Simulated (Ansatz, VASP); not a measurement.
## GaGe: VASP beside Ansatz

```
Ge Ga
1.0
     0.00000    2.89784    2.89784
     2.89784    0.00000    2.89784
     2.89784    2.89784    0.00000
Ge Ga
1 1
Direct
  0.00000 0.00000 0.00000
  0.25000 0.25000 0.25000
```

Alike in both runs: task single point; functional PBE; k mesh 8 × 8 × 8; occupations gaussian, width 0.011 eV; no spin polarisation.

```csv
,VASP,Ansatz
version,VASP 6.6.1,Ansatz 0.2.0
potentials or method,"VASP PAW PBE potentials, release 64 (Ge_d, Ga_d)",Ansatz PAW
plane-wave cutoff (eV),520,420
valence electrons in the cell,27,27
```

VASP gave:

```
gap on the k mesh at the Fermi level (eV) : none
pressure (GPa)                            : 0.3
```

**Question.** What did Ansatz give for the same quantities?

**Answer.** gap on the k mesh at the Fermi level (eV): none; pressure (GPa): 0.2.

A gap of «none» marks a metal or a gap that the smearing closes.
